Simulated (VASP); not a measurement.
Wanted: the native input for a VASP 6.6.1 run.

| Property | Result |
| --- | --- |
| Task | single point |
| Functional | PBEsol |
| Potentials or basis | VASP PAW PBE potentials, release 64 (Te, Mo_sv) |
| Cutoff | 520 eV |
| k mesh | 3 × 6 × 2 |
| Occupations | fermi-dirac, width 0.05 eV |
| Spin | no spin polarisation |
| Dipole correction | no |
| Further INCAR settings | ALGO = Normal; EDIFF = 1e-07; NBANDS = 64 |

The structure of Te2Mo lies in POSCAR:

```
Te2Mo
1.0
    6.3156187915      0.0000000000     -0.0026824066
    0.0000000000      3.4328656134      0.0000000000
   -0.9505032802      0.0000000000     13.8248496479
Te Mo
8 4
Direct
    0.9465030125      0.7500000000      0.6039087409
    0.0534969875      0.2500000000      0.3960912591
    0.9010260756      0.2500000000      0.8512018916
    0.0989739244      0.7500000000      0.1487981084
    0.4131991916      0.7500000000      0.8963990104
    0.5868008084      0.2500000000      0.1036009896
    0.4424462757      0.2500000000      0.6484271864
    0.5575537243      0.7500000000      0.3515728136
    0.8184142713      0.7500000000      0.9930613705
    0.1815857287      0.2500000000      0.0069386295
    0.6800106573      0.2500000000      0.4937879560
    0.3199893427      0.7500000000      0.5062120440
```

These files were run (other wordings do the same):

INCAR

```
PREC = Accurate ; ENCUT = 520
EDIFF = 1E-7 ; ISMEAR = -1
SIGMA = 0.05 ; LREAL = F
LASPH = T ; NELM = 100
ALGO = Normal ; ISIF = 2
LWAVE = F ; LCHARG = F
GGA = PS ; NBANDS = 64
```

KPOINTS

```
Automatic mesh
0
Gamma
  3 6 2
```

Potentials or basis: VASP PAW PBE potentials, release 64 (Te, Mo_sv).

Command:

```bash
$ cat potpaw_PBE.64/Te/POTCAR potpaw_PBE.64/Mo_sv/POTCAR > POTCAR
$ mpirun -np 1 vasp_std > vasp.out
```

It gave:

* Pressure: 0.1 GPa
* Largest force: 0.023 eV/Å
* Band gap on the k mesh: zero (band 52 reaches 8.50 eV, above the bottom of band 53 at 8.23 eV)

Caveat: the PAW data sets were made with another functional, which shifts forces and pressure a little; spin-orbit coupling is left out, which moves the levels of the heavy elements.

Wall time 11 min on 1 thread of Intel(R) Xeon(R) Platinum 8259CL CPU @ 2.50GHz (Skylake/Cascade Lake) (shared host), peak memory 0.5 GiB.
